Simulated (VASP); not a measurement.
Crystal: Te.

```
Te
1.0
     2.21417    1.27835    4.10592
    -2.21417    1.27835    4.10592
     0.00000   -2.55671    4.10592
Te
2
Direct
  0.22754 0.22754 0.22754
  0.77246 0.77246 0.77246
```

```yaml
Program: VASP 6.6.1
Task: relaxation of cell and atoms
Functional: PBEsol
Potentials_or_basis: VASP PAW PBE potentials, release 64 (Te)
Cutoff: 600 eV
k_mesh: 6 × 6 × 6
Occupations: gaussian, width 0.1 eV
Spin: no spin polarisation
```

At the start: pressure 0.2 GPa; volume 34.87 Å³/atom.

Task: Where does the relaxation end?

Result: Over 16 steps the energy falls by 334.5 meV/atom and the volume is 31.27 Å³/atom (-10.3 %); space group R-3m (No. 166, to 0.1 Å) before and after.

The path:
```tsv
step	energy change (eV)	largest force (eV/Å)	pressure (GPa)	volume (Å³)
1	0.0000	1.4777	0.18	69.73
2	-0.2641	1.1833	-2.42	70.05
3	-0.4812	0.4679	-4.65	70.25
4	-0.4494	0.2719	-5.17	69.60
5	-0.5179	0.0026	-5.31	70.11
6	-0.6222	0.2857	-2.01	64.52
7	-0.6240	0.3315	-1.47	63.83
8	-0.6422	0.2563	-1.03	63.28
9	-0.6648	0.0020	0.20	61.99
10	-0.6650	0.0417	0.40	61.81
11	-0.6650	0.0315	0.35	61.85
12	-0.6667	0.0615	0.09	62.18
13	-0.6672	0.0914	-0.16	62.50
14	-0.6683	0.0736	-0.01	62.39
15	-0.6688	0.0508	0.16	62.25
16	-0.6691	0.0189	-0.11	62.55
```

Final structure:
```
Te
1.0
     2.27379    1.31277    3.49243
    -2.27379    1.31277    3.49243
     0.00000   -2.62555    3.49243
Te
2
Direct
  0.24979 0.24979 0.24979
  0.75021 0.75021 0.75021
```

Caveat: the PAW data sets were made with another functional, which shifts forces and pressure a little.
